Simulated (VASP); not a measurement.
Here is a VASP 6.6.1 calculation.

The input INCAR:

```
ALGO = Normal
EDIFF = 1E-6
ENCUT = 520
GGA = PE
ISIF = 2
ISMEAR = -1
LASPH = T
LCHARG = F
LREAL = F
LWAVE = F
NBANDS = 18
NELM = 60
PREC = Accurate
SIGMA = 0.02
```

File KPOINTS:

```
k-points
0
Gamma
  6 6 6
```

Contents of POSCAR:

```
PtSe2
1.0
    1.8204971913      1.0510645434      5.4845021447
   -1.8204971913      1.0510645434      5.4845021447
    0.0000000000     -2.1021290869      5.4845021447
Pt Se
1 2
Direct
   -0.0007636735     -0.0007636735     -0.0007636735
    0.4219829424      0.4219829424      0.4219829424
    0.2454473977      0.2454473977      0.2454473977
```

Potentials or basis: VASP PAW PBE potentials, release 64 (Pt, Se).

Run with:

```bash
$ cat potpaw_PBE.64/Pt/POTCAR potpaw_PBE.64/Se/POTCAR > POTCAR
$ mpirun -np 1 vasp_std > vasp.out
```

(1) Estimate the pressure.

(2) Estimate the largest force.

(3) Estimate the band gap on the k mesh.

Results:

(1) 3.6 GPa.

(2) 0.324 eV/Å.

(3) zero (band 11 reaches 6.74 eV, above the bottom of band 12 at 6.01 eV).

Caveat: spin-orbit coupling is left out, which moves the levels of the heavy elements.
